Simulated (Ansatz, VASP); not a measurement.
# ZnSe: VASP beside Ansatz

INCAR

```
ALGO = Normal
EDIFF = 1E-7
ENCUT = 520
GGA = PE
ISIF = 2
ISMEAR = -1
LASPH = T
LCHARG = F
LREAL = F
LWAVE = F
NBANDS = 16
NELM = 80
PREC = Accurate
SIGMA = 0.02
```

KPOINTS

```
k-points
0
Gamma
  8 8 8
```

The input POSCAR:

```
ZnSe
1.0
    0.0000000000      2.8324246775      2.8324246775
    2.8992698999      0.0000000000      2.8324246775
    2.8992698999      2.8324246775      0.0000000000
Zn Se
1 1
Direct
    0.0000000000      0.0000000000      0.0000000000
    0.2500000000      0.2500000000      0.2500000000
```

Input for Ansatz:

```yaml
crystal:
  lattice:
    - [0.0, 2.8324246775, 2.8324246775]
    - [2.8992698999, 0.0, 2.8324246775]
    - [2.8992698999, 2.8324246775, 0.0]
  atoms:
    - { symbol: Zn, position: [0.0, 0.0, 0.0] }
    - { symbol: Se, position: [0.25, 0.25, 0.25] }
kpoints:
  mp_grid: { grid: [8, 8, 8] }
  band_path:
    path:
      - [0.0, 0.0, 0.0]
      - [-0.5, -0.5, 0.0]
      - [-0.375, -0.375, 0.25]
      - [-0.375, 0.0, 0.375]
      - [0.0, 0.0, 0.5]
      - [-0.5, -0.25, 0.25]
    npoints: 1
hamiltonian:
  xc: pbe
scf:
  occupations: { method: fermi_dirac, width: 0.02 }
  n_extra_bands: 4
output:
  forces: true
  stress: true
  eigenvalues: true
```

Change from the starting cell: uniaxial_x strain +2.4%.

Alike in both runs: task single point; functional PBE; k mesh 8 × 8 × 8; occupations fermi-dirac, width 0.02 eV; no spin polarisation.

```csv
,VASP,Ansatz
version,VASP 6.6.1,Ansatz 0.2.0
potentials or method,"VASP PAW PBE potentials, release 64 (Zn, Se)","plane waves, PAW"
plane-wave cutoff (eV),520,420
valence electrons in the cell,18,28
```

|  | VASP | Ansatz | Ansatz less VASP |
| --- | --- | --- | --- |
| gap on the k mesh at the Fermi level (eV) | 1.17 | 1.17 | -0.002 |
| pressure (GPa) | 0.9 | 0.7 | -0.21 |
| traceless stress, the component that is largest in VASP (GPa) | -0.55 | -0.56 | -0.005 |

With one functional, cell and mesh, what is left measures potentials, basis and numerics. VASP's potentials hold 18 valence electrons a cell and Ansatz's 28, so a difference there can come from the potentials and not from the codes.
